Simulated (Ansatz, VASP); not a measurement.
# Au: VASP beside Ansatz

```
CELL_PARAMETERS angstrom
0.00000 2.07238 2.07238
2.06207 0.01031 2.06207
2.06207 2.06207 0.01031
ATOMIC_POSITIONS crystal
Au 0.00000 0.00000 0.00000
```

Change from the starting cell: strain +0.0100 x Voigt [0, 0, 0, 1, 0, 0], atoms carried along.

Alike in both runs: task single point; functional r2SCAN; k mesh 24 × 24 × 24; occupations gaussian, width 0.15 eV; no spin polarisation.

|  | VASP | Ansatz |
| --- | --- | --- |
| version | VASP 6.6.1 | Ansatz 0.2.0 |
| potentials or method | VASP PAW PBE potentials, release 64 (Au), cutoff 520 eV | scalar-relativistic, plane waves, PAW |
| valence electrons in the cell | 11 | 19 |

VASP gave:

- gap on the k mesh at the Fermi level (eV): none
- pressure (GPa): 0.3
- traceless stress, the component that is largest in VASP (GPa): -0.39

Question: Estimate Ansatz's values.

Answer: gap on the k mesh at the Fermi level (eV): none; pressure (GPa): 0.1; traceless stress, the component that is largest in VASP (GPa): -0.38.

VASP's potentials were made for PBE, not for r2SCAN. A gap of «none» marks a metal or a gap that the smearing closes. With one functional, cell and mesh, what is left measures potentials, basis and numerics. VASP's potentials hold 11 valence electrons a cell and Ansatz's 19, so a difference there can come from the potentials and not from the codes.

Spin-orbit coupling is off throughout.
